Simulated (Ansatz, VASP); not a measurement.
Two plane-wave programs on TiAl3H

File INCAR:

```
PREC     = Accurate       # precision mode
ENCUT    = 520            # plane-wave cutoff, eV
EDIFF    = 1E-6           # SCF threshold, eV
ISMEAR   = 0              # smearing method
SIGMA    = 0.1            # smearing width, eV
LREAL    = F              # projectors in reciprocal space
LASPH    = T              # aspherical terms in the spheres
NELM     = 100            # most SCF steps
ALGO     = Normal         # electronic algorithm
ISIF     = 2              # what is computed and relaxed
LWAVE    = F              # write WAVECAR
LCHARG   = T              # write CHGCAR
LDIPOL   = T            
IDIPOL   = 3            
DIPOL    = 0.5 0.5 0.324
LELF     = T              # ELF
LVHAR    = T            
LVACPOTAV= T            
NBANDS   = 33             # bands
```

The input KPOINTS:

```
regular mesh
0
Gamma
  6 6 1
```

POSCAR

```
TiAl3H
1.0
    5.0133158832      0.0000000000      0.0000000000
    2.1650041019      4.5217356605      0.0000000000
    0.0000000000      0.0000000000     22.0677223531
Al Ti H
6 2 2
Direct
    0.5000000000      0.0000000000      0.1812602105
    0.0000000000      0.5000000000      0.1812602105
    0.0000000000      0.0000000000      0.2418017965
    0.0000000000      0.5000000000      0.3061179612
    0.5000000000      0.0000000000      0.3061179612
    0.5000000000      0.5000000000      0.3655892631
    0.5000000000      0.5000000000      0.2418017965
    0.0000000000      0.0000000000      0.3624433202
    0.0000000000     -0.0648273533      0.5287234526
    0.0000000000      0.0648273533      0.5287234526
```

Input for Ansatz:

```yaml
crystal:
  lattice:
    - [5.0133158832, 0.0, 0.0]
    - [2.1650041019, 4.5217356605, 0.0]
    - [0.0, 0.0, 22.0677223531]
  atoms:
    - { symbol: Al, position: [0.5, 0.0, 0.1812602105] }
    - { symbol: Al, position: [0.0, 0.5, 0.1812602105] }
    - { symbol: Ti, position: [0.5, 0.5, 0.2418017965] }
    - { symbol: Al, position: [0.0, 0.0, 0.2418017965] }
    - { symbol: Al, position: [0.0, 0.5, 0.3061179612] }
    - { symbol: Al, position: [0.5, 0.0, 0.3061179612] }
    - { symbol: Ti, position: [0.0, 0.0, 0.3624433202] }
    - { symbol: Al, position: [0.5, 0.5, 0.3655892631] }
    - { symbol: H, position: [0.0, -0.0648273533, 0.5287234526] }
    - { symbol: H, position: [0.0, 0.0648273533, 0.5287234526] }
basis:
  ecutwfc: 420
kpoints:
  mp_grid: { grid: [6, 6, 1] }
hamiltonian:
  xc: lda
  pseudopotentials: { kind: paw, azcp: { folder: soft_1 } }
scf:
  occupations: { method: gaussian, width: 0.1 }
output:
  forces: true
  eigenvalues: true
  write_density: true
  write_potential: true
  elf: true
  volumetric_format: npy
efield:
  axis: 3
  dipole_correction: true
  ramp_width: 0.04
```

Alike in both runs: task single point; functional LDA; k mesh 6 × 6 × 1; occupations gaussian, width 0.1 eV; no spin polarisation.

```csv
,VASP,Ansatz
version,VASP 6.6.1,Ansatz 0.2.0
potentials or method,"VASP PAW LDA potentials, release 64 (Al, Ti_sv, H), cutoff 520 eV","scalar-relativistic, plane waves, PAW"
valence electrons in the cell,44,44
```

|  | VASP | Ansatz | Ansatz less VASP |
| --- | --- | --- | --- |
| gap on the k mesh at the Fermi level (eV) | none | none | - |
| rms of the force components (eV/Å) | 1.466 | 1.453 | -0.0129 |
| work function, face that differs most (eV) | 4.37 | 4.36 | -0.010 |

Ansatz warns that its potentials were made for another functional, while VASP's fit it. LDA's correlation is that of Perdew and Zunger in VASP and of Perdew and Wang (1992) in Ansatz. A gap of «none» marks a metal or a gap that the smearing closes. Ansatz's warnings: xc potential rough in thin density.
